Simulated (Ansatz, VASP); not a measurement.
# One calculation of Ge, two programs

File INCAR:

```
SYSTEM = Ge
PREC = Accurate
ENCUT = 520
EDIFF = 1E-6
ISMEAR = 0
SIGMA = 0.15
LREAL = .False.
LASPH = .True.
NELM = 80
ALGO = Normal
ISIF = 2
LWAVE = .False.
LCHARG = .False.
GGA = PE
NBANDS = 21
```

File KPOINTS:

```
regular mesh
0
Gamma
  14 14 14
  0 0 0
```

POSCAR

```
Ge
1.0
   -0.0288053477      2.8805347716      2.7941187285
    2.8805347716     -0.0288053477      2.7941187285
    2.8517294239      2.8517294239      0.0000000000
Ge
2
Direct
    0.5000000000      0.5000000000      0.5000000000
    0.7500000000      0.7500000000      0.7500000000
```

Input for Ansatz:

```yaml
crystal:
  lattice:
    - [-0.0288053477, 2.8805347716, 2.7941187285]
    - [2.8805347716, -0.0288053477, 2.7941187285]
    - [2.8517294239, 2.8517294239, 0.0]
  atoms:
    - { symbol: Ge, position: [0.5, 0.5, 0.5] }
    - { symbol: Ge, position: [0.75, 0.75, 0.75] }
basis:
  ecutwfc: 420
kpoints:
  mp_grid: { grid: [14, 14, 14] }
hamiltonian:
  xc: pbe
scf:
  occupations: { method: gaussian, width: 0.15 }
output:
  forces: true
  stress: true
  eigenvalues: true
```

Change from the starting cell: engineering shear strain xy -0.0200, normal strain along z -0.0300.

Alike in both runs: task single point; functional PBE; k mesh 14 × 14 × 14; occupations gaussian, width 0.15 eV; no spin polarisation.

```csv
,VASP,Ansatz
version,VASP 6.6.1,Ansatz 0.2.0
potentials or method,"VASP PAW PBE potentials, release 64 (Ge_d), cutoff 520 eV","scalar-relativistic, plane waves, PAW"
valence electrons in the cell,28,28
```

Ansatz gave:

```
gap on the k mesh at the Fermi level (eV)                     : none
pressure (GPa)                                                : 2.0
traceless stress, the component that is largest in VASP (GPa) : 1.56
rms of the force components (eV/Å)                            : 0.100
```

**Question.** What did VASP give for the same quantities?

**Answer.** gap on the k mesh at the Fermi level (eV): none; pressure (GPa): 1.9; traceless stress, the component that is largest in VASP (GPa): 1.56; rms of the force components (eV/Å): 0.099.

Atom by atom the forces differ by 0.001 eV/Å (rms over components). A gap of «none» marks a metal or a gap that the smearing closes.
